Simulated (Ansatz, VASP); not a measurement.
# One calculation of NaF, two programs

```
Na F
1.0
     0.00000    2.32330    2.32330
     2.32330    0.00000    2.32330
     2.32330    2.32330    0.00000
Na F
1 1
Direct
  0.00000 0.00000 0.00000
  0.47848 0.47848 0.46065
```

Alike in both runs: task single point; functional LDA; k mesh 4 × 4 × 4; occupations gaussian, width 0.05 eV; no spin polarisation.

|  | VASP | Ansatz |
| --- | --- | --- |
| version | VASP 6.6.1 | Ansatz 0.2.0 |
| potentials or method | VASP PAW LDA potentials, release 64 (Na_pv, F), cutoff 520 eV | scalar-relativistic, plane waves, PAW |
| valence electrons in the cell | 14 | 16 |

|  | VASP | Ansatz | Ansatz less VASP |
| --- | --- | --- | --- |
| gap on the k mesh at the Fermi level (eV) | 5.91 | 5.93 | +0.023 |
| least direct gap on the mesh (eV) | 5.91 | 5.93 | +0.023 |
| pressure (GPa) | -3.3 | -3.2 | +0.07 |
| traceless stress, the component that is largest in VASP (GPa) | -0.69 | -0.68 | +0.020 |
| rms of the force components (eV/Å) | 0.243 | 0.235 | -0.0078 |

LDA's correlation is that of Perdew and Zunger in VASP and of Perdew and Wang (1992) in Ansatz. Atom by atom the forces differ by 0.008 eV/Å (rms over components). VASP's potentials hold 14 valence electrons a cell and Ansatz's 16, so a difference there can come from the potentials and not from the codes.

The k mesh is coarse, so the values compare programs but aren't converged.
